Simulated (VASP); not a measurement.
A run of VASP 6.6.1:

File INCAR:

```
SYSTEM = Ga
PREC = Accurate
ENCUT = 600
EDIFF = 1E-6
ISMEAR = -1
SIGMA = 0.05
LREAL = .FALSE.
LASPH = .TRUE.
NELM = 100
ALGO = Normal
ISIF = 3
LWAVE = .FALSE.
LCHARG = .FALSE.
GGA = PS
IBRION = 2
NSW = 32
EDIFFG = -0.005
PSTRESS = 2300.0
```

File KPOINTS:

```
Automatic mesh
0
G
  10 10 13
  0 0 0
```

File POSCAR:

```
Ga
1.0
    3.7132337316      0.0000000000      0.0000000000
   -1.8566168658      3.2157547417      0.0000000000
    0.0000000000      0.0000000000      2.2206481996
Ga
3
Direct
    0.0000000000      0.0000000000      0.0000000000
    0.3333333333      0.6666666667      0.5000000000
    0.6666666667      0.3333333333      0.5000000000
```

Potentials or basis: VASP PAW PBE potentials, release 64 (Ga_d).

The run is started by

```console
$ cat potpaw_PBE.64/Ga_d/POTCAR > POTCAR
$ mpirun -np 1 vasp_std > vasp.out
```

Hardware: 1 thread of Intel(R) Xeon(R) 6975P-C (Granite Rapids), with other jobs on the host.

Q: How long does it take, and how much memory?

A: It took 60 s on 1 thread of Intel(R) Xeon(R) 6975P-C (Granite Rapids) (shared host), peak memory 0.18 GiB. Counts: scf iterations 27, k points 98, ion steps 3.
